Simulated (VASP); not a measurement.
Here is a VASP 6.6.1 calculation.

The input INCAR:

```
ALGO = Normal
EDIFF = 1E-6
ENCUT = 500
GGA = PS
GGA_COMPAT = F
ISIF = 2
ISMEAR = -1
LASPH = T
LCHARG = F
LREAL = F
LWAVE = F
NBANDS = 17
NELM = 120
PREC = Accurate
SIGMA = 0.05
```

Contents of KPOINTS:

```
k-points
0
Gamma
  11 11 11
```

The input POSCAR:

```
BiP
1.0
    0.0000000000      2.4538358782      2.4538358782
    2.4538358782      0.0000000000      2.4538358782
    2.4538358782      2.4538358782      0.0000000000
Bi P
1 1
Direct
    0.0000000000      0.0000000000      0.0000000000
    0.2500000000      0.2500000000      0.2500000000
```

Potentials or basis: VASP PAW PBE potentials, release 64 (Bi_d, P).

Launch:

```console
$ cat potpaw_PBE.64/Bi_d/POTCAR potpaw_PBE.64/P/POTCAR > POTCAR
$ mpirun -np 1 vasp_std > vasp.out
```

Q: Predict the band gap on the k mesh.

A: Zero (band 10 reaches 16.86 eV, above the bottom of band 11 at 14.07 eV).

Q: Estimate the pressure.

A: 178.4 GPa.

Caveat: the PAW data sets were made with another functional, which shifts forces and pressure a little; spin-orbit coupling is left out, which moves the levels of the heavy elements.
